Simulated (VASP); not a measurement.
Here is a VASP 6.6.1 calculation.

The input INCAR:

```
SYSTEM = TaN
ALGO     = Normal         ! electronic algorithm
EDIFF    = 1E-6           ! SCF threshold, eV
ENCUT    = 520            ! plane-wave cutoff, eV
GGA      = CA             ! functional
ISIF     = 2              ! what is computed and relaxed
ISMEAR   = -1             ! smearing method
LASPH    = .True.         ! aspherical terms in the spheres
LCHARG   = .False.        ! write CHGCAR
LREAL    = .False.        ! projectors in reciprocal space
LWAVE    = .False.        ! write WAVECAR
NBANDS   = 15             ! bands
NELM     = 80             ! most SCF steps
PREC     = Accurate       ! precision mode
SIGMA    = 0.02           ! smearing width, eV
```

Contents of KPOINTS:

```
k-points
0
Gamma
  9 9 8
  0 0 0
```

The input POSCAR:

```
TaN
1.0
    2.9380000000      0.0000000000      0.0000000000
   -1.4690000000      2.5443826363      0.0000000000
    0.0000000000      0.0000000000      2.8830000000
Ta N
1 1
Direct
    0.4999999375      0.4999998750      0.5000000000
   -0.1666666220      0.1666667560      0.0000000000
```

Potentials or basis: VASP PAW LDA potentials, release 64 (Ta_pv, N).

Run with:

```sh
$ cat potpaw_LDA.64/Ta_pv/POTCAR potpaw_LDA.64/N/POTCAR > POTCAR
$ mpirun -np 1 vasp_std > vasp.out
```

Estimate the band gap on the k mesh.

zero (band 8 reaches 8.25 eV, above the bottom of band 9 at 7.99 eV).

Predict the pressure.

-9.8 GPa.

Stress tensor (GPa, compression positive):
```
 -9.48   0.00   0.00
  0.00  -9.48   0.00
  0.00   0.00 -10.47
```

Caveat: spin-orbit coupling is left out, which moves the levels of the heavy elements.
